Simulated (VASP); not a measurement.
**HfO2 in VASP: a PBE single point**

HfO2 in the database structure, under -4.0 % equal strain in all directions is computed at one geometry. Runs: PBE. The results are then set beside those of Ansatz 0.2.0 for the same cell.

The runs shown are made with VASP 6.6.1. PAW datasets, plane waves. (Simulation; spin polarisation is off.)

The cell comes from an earlier relaxation with r2SCAN in another program, then strained, with the atoms relaxed again.

Space group P4_2/nmc (No. 137), tetragonal; a = 3.434 Å, c = 4.994 Å in the conventional setting, 9.81 Å³ an atom. Around Hf lie 8 O at 2.04–2.21 Å; around O lie 4 Hf at 2.04–2.21 Å.

As a file:

```
CELL_PARAMETERS angstrom
3.43362 0.00000 0.00000
0.00000 3.43362 0.00000
0.00000 0.00000 4.99414
ATOMIC_POSITIONS crystal
Hf 0.50000 0.50000 0.50000
Hf 0.00000 0.00000 0.00000
O 0.00000 0.50000 0.71976
O 0.50000 0.00000 0.78024
O 0.50000 0.00000 0.28024
O 0.00000 0.50000 0.21976
```

```
level  gap (eV)  pressure (GPa)  Ansatz: gap (eV)  Ansatz: pressure (GPa)
  PBE      4.53           35.53              4.48                   40.09
```

**Reading.** Spin-orbit coupling is left out, though the cell holds Hf (Z = 72); in an element this heavy it can shift bands and gaps by tenths of an eV. The two programs agree on the gap within 0.06 eV. Each program uses its own PAW datasets and cutoff. VASP's cell holds 44 valence electrons and Ansatz's 76.

Q: Write an input and a launch command for the first run that leads to these results.

A: The one that was run. It is one of several that fit.

INCAR

```
ENCUT = 520.000000
SIGMA = 0.020000
EDIFF = 1.00e-07
GGA = PE
PREC = Accurate
IBRION = -1
ISIF = 2
ISMEAR = -1
NBANDS = 31
NELM = 120
NSW = 0
LASPH = .TRUE.
LCHARG = .TRUE.
LELF = .TRUE.
LWAVE = .FALSE.
LREAL = .FALSE.
```

KPOINTS

```
KPOINTS created by Atomic Simulation Environment
0
Gamma
8 8 6
0 0 0
```

KPOINTS_OPT

```
special points
6
Reciprocal
0.0000000000 0.0000000000 0.0000000000 1
0.0000000000 0.5000000000 0.0000000000 1
0.5000000000 0.5000000000 0.0000000000 1
0.0000000000 0.0000000000 0.5000000000 1
0.0000000000 0.5000000000 0.5000000000 1
0.5000000000 0.5000000000 0.5000000000 1
```

POSCAR

```
Hf O
 1.0000000000000000
     3.4336249584999998    0.0000000000000000    0.0000000000000000
     0.0000000000000000    3.4336249584999998    0.0000000000000000
     0.0000000000000000    0.0000000000000000    4.9941354306000001
 Hf  O
   2   4
Cartesian
  1.7168124792499999  1.7168124792499999  2.4970677153000000
  0.0000000000000000 -0.0000000000000000  0.0000000000000000
 -0.0000000000000000  1.7168124792499999  3.5945890215312688
  1.7168124792499999  0.0000000000000000  3.8966141243687318
  1.7168124792499999  0.0000000000000000  1.3995464090687315
 -0.0000000000000000  1.7168124792499999  1.0975213062312688
```

Potentials: the recommended PBE PAW datasets, 44 valence electrons in the neutral cell.

The run is started by

```bash
$ mpirun -np 1 vasp_std
```

VASP's potentials hold 44 valence electrons a cell and Ansatz's 76, so a difference between the two programs can come from the potentials and not from the codes.
